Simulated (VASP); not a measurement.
Ti12B, 13 atoms in the cell. The cell holds a slab with vacuum, 13 atoms: a = 5.658 Å, b = 5.658 Å, c = 19.883 Å, α = 90.00°, β = 90.00°, γ = 120.00°. 

| Item | Value |
| --- | --- |
| Program | VASP 6.6.1 |
| Task | single point |
| Functional | LDA |
| Potentials or basis | VASP PAW LDA potentials, release 64 (Ti_sv, B) |
| Cutoff | 520 eV |
| k mesh | 6 × 6 × 1 |
| Occupations | gaussian, width 0.1 eV |
| Spin | no spin polarisation |
| Dipole correction | yes |
| Further INCAR settings | ALGO = Normal; EDIFF = 1e-06; NBANDS = 86 |

Potentials or basis: VASP PAW LDA potentials, release 64 (Ti_sv, B).

Launch:

```console
$ cat potpaw_LDA.64/Ti_sv/POTCAR potpaw_LDA.64/B/POTCAR > POTCAR
$ mpirun -np 1 vasp_std > vasp.out
```

Hardware: 1 thread of Intel(R) Xeon(R) 6975P-C (Granite Rapids) (shared host).

Question: How long does it take, and how much memory?

Answer: Run time: 11 min on 1 thread of Intel(R) Xeon(R) 6975P-C (Granite Rapids), with other jobs on the host, peak memory 0.58 GiB. Counts: scf iterations 32, k points 7.
